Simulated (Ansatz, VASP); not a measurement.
# One calculation of PbS, two programs

The input POSCAR:

```
PbS
1.0
    4.0896976867      0.0000000000      0.0000000000
   -2.0448488433      3.5417820905      0.0000000000
    0.0000000000      0.0000000000      3.7881670000
Pb S
1 1
Direct
    0.0000000000      0.0000000000      0.0000000000
    0.6666666667      0.3333333333      0.5000000000
```

File INCAR.step1:

```
  PREC = Accurate
  ENCUT = 520
  ISMEAR = -1
  SIGMA = 0.05
  LREAL = F
  LASPH = T
  NELM = 150
  MAGMOM = 0 0 0 0 0 0
  LSORBIT = T
  GGA_COMPAT = F
  NBANDS = 32
  GGA = PE
  ALGO = Normal
  EDIFF = 1E-4
  LWAVE = T
  LCHARG = F
```

Contents of INCAR.step2:

```
  PREC = Accurate
  ENCUT = 520
  EDIFF = 1E-6
  ISMEAR = -1
  SIGMA = 0.05
  LREAL = F
  LASPH = T
  NELM = 150
  ALGO = Normal
  ISIF = 2
  LWAVE = F
  LCHARG = T
  MAGMOM = 0 0 0 0 0 0
  LORBIT = 11
  LSORBIT = T
  GGA_COMPAT = F
  LORBMOM = T
  METAGGA = R2SCAN
  LMIXTAU = T
  LVHAR = T
  NBANDS = 32
  ISTART = 1
```

The input KPOINTS:

```
Automatic mesh
0
Gamma
  6 6 5
```

Contents of input.yaml:

```yaml
crystal:
  lattice:
    - [4.0896976867, 0.0, 0.0]
    - [-2.0448488433, 3.5417820905, 0.0]
    - [0.0, 0.0, 3.788167]
  atoms:
    - { symbol: Pb, position: [0.0, 0.0, 0.0] }
    - { symbol: S, position: [0.6666666667, 0.3333333333, 0.5] }
hamiltonian:
  xc: r2scan
  pseudopotentials: { kind: paw_fr }
magnetization:
  noncollinear: true
  spin_orbit: true
kpoints:
  mp_grid: { grid: [6, 6, 5] }
  band_path:
    path:
      - [[0.0, 0.0, 0.0], [0.5, 0.0, 0.0], [0.3333333333, 0.3333333333, 0.0], [0.0, 0.0, 0.0], [0.0, 0.0, 0.5], [0.5, 0.0, 0.5], [0.3333333333, 0.3333333333, 0.5], [0.0, 0.0, 0.5]]
      - [[0.5, 0.0, 0.5], [0.5, 0.0, 0.0]]
      - [[0.3333333333, 0.3333333333, 0.0], [0.3333333333, 0.3333333333, 0.5]]
    npoints: 14
scf:
  occupations: { method: fermi_dirac, width: 0.05 }
  n_extra_bands: 6
output:
  forces: true
  stress: true
  eigenvalues: true
  fatbands: true
```

Alike in both runs: functional r2SCAN; k mesh 6 × 6 × 5; occupations fermi-dirac, width 0.05 eV; non-collinear spin, spin-orbit coupling.

```csv
,VASP,Ansatz
version,VASP 6.6.1,Ansatz 0.2.0
potentials or method,"VASP PAW PBE potentials, release 64 (Pb_d, S)",Ansatz PAW
plane-wave cutoff (eV),520,500
valence electrons in the cell,20,20
task,single point,band structure
```

VASP gave:

* pressure (GPa): -1.4
* traceless stress, the component that is largest in VASP (GPa): 0.36
* net moment per atom (μB): 0.00

**Question.** Which values does Ansatz return?

**Answer.** Pressure (GPa): -1.4; traceless stress, the component that is largest in VASP (GPa): 0.38; net moment per atom (μB): 0.00.

VASP's potentials were made for PBE, not for r2SCAN. With one functional, cell and mesh, what is left measures potentials, basis and numerics.
